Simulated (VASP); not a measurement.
Wanted: the native input for a VASP 6.6.1 run.

```
Task                   : single point
Functional             : PBE
Potentials or basis    : VASP PAW PBE potentials, release 64 (W_sv, S)
Cutoff                 : 520 eV
k mesh                 : 12 × 12 × 2
Occupations            : gaussian, width 0.05 eV
Spin                   : no spin polarisation
Dipole correction      : no
Further INCAR settings : ALGO = Normal; EDIFF = 1e-06; NBANDS = 35
```

The structure of WS2 lies in POSCAR:

```
WS2
1.0
    3.1877810946      0.0000000000      0.0000000000
   -1.5938905473      2.7606994096      0.0000000000
    0.0000000000      0.0000000000     14.7749679767
W S
2 4
Direct
    0.3333333333      0.6666666667      0.2500000000
    0.6666666667      0.3333333333      0.7500000000
    0.2965954649      0.6397726804      0.6436696682
    0.6666666667      0.3333333333      0.1436696682
    0.3700712018      0.6935606529      0.8563303318
    0.6666666667      0.3333333333      0.3563303318
```

This cell differs from its parent crystal: atoms displaced along a vibrational mode.

These files were run (other wordings do the same):

INCAR

```
SYSTEM = WS2
ALGO = Normal ; EDIFF = 1E-6
ENCUT = 520 ; GGA = PE
ISIF = 2 ; ISMEAR = 0
LASPH = .True. ; LCHARG = .False.
LREAL = .False. ; LWAVE = .False.
NBANDS = 35 ; NELM = 80
PREC = Accurate ; SIGMA = 0.05
```

KPOINTS

```
k-points
0
Gamma
  12 12 2
  0 0 0
```

Potentials or basis: VASP PAW PBE potentials, release 64 (W_sv, S).

Command:

```bash
$ cat potpaw_PBE.64/W_sv/POTCAR potpaw_PBE.64/S/POTCAR > POTCAR
$ mpirun -np 1 vasp_std > vasp.out
```

Results of the run:

The pressure is 0.3 GPa. The largest force is 1.088 eV/Å and the band gap on the k mesh is 1.62 eV (least direct gap 1.78 eV).

Caveat: the cell differs from its parent crystal (atoms displaced along a vibrational mode); spin-orbit coupling is left out, which moves the levels of the heavy elements; forces of over 1 eV/Å act on the atoms, so gaps and moduli don't describe the material at rest.

It took 7.2 min on 1 thread of Intel(R) Xeon(R) Platinum 8488C (Sapphire Rapids), on a shared host, peak memory 0.61 GiB.
